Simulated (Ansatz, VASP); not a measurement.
La2O3: VASP beside Ansatz

```
CELL_PARAMETERS angstrom
6.38969 0.00000 0.00000
-3.19484 5.53363 0.00000
0.00000 0.00000 3.36448
ATOMIC_POSITIONS crystal
La 0.66667 0.33333 0.50000
La 0.33333 0.66667 0.50000
O 0.50801 0.00000 0.00000
O 0.00000 0.50801 0.00000
O 0.49199 0.49199 0.00000
```

Change from the starting cell: volume scaled by 1.06.

Alike in both runs: task single point; functional PBEsol; k mesh 5 × 5 × 8; occupations fermi-dirac, width 0.05 eV; no spin polarisation.

|  | VASP | Ansatz |
| --- | --- | --- |
| version | VASP 6.6.1 | Ansatz 0.2.0 |
| potentials or method | VASP PAW PBE potentials, release 64 (La, O), cutoff 520 eV | all-electron LAPW, scalar-relativistic |

VASP gave:

| Quantity | Value |
| --- | --- |
| gap on the k mesh at the Fermi level (eV) | 1.74 |
| least direct gap on the mesh (eV) | 2.08 |
| pressure (GPa) | -6.1 |
| traceless stress, the component that is largest in VASP (GPa) | -4.22 |
| rms of the force components (eV/Å) | 0.039 |

Problem. Which values does Ansatz return?

Solution. gap on the k mesh at the Fermi level (eV): 1.74; least direct gap on the mesh (eV): 2.09; pressure (GPa): -6.0; traceless stress, the component that is largest in VASP (GPa): -4.20; rms of the force components (eV/Å): 0.039.

VASP's potentials were made for PBE, not for PBEsol. Atom by atom the forces differ by 0.000 eV/Å (rms over components). Ansatz ran all-electron here, and VASP with PAW potentials.

Spin-orbit coupling is off throughout.
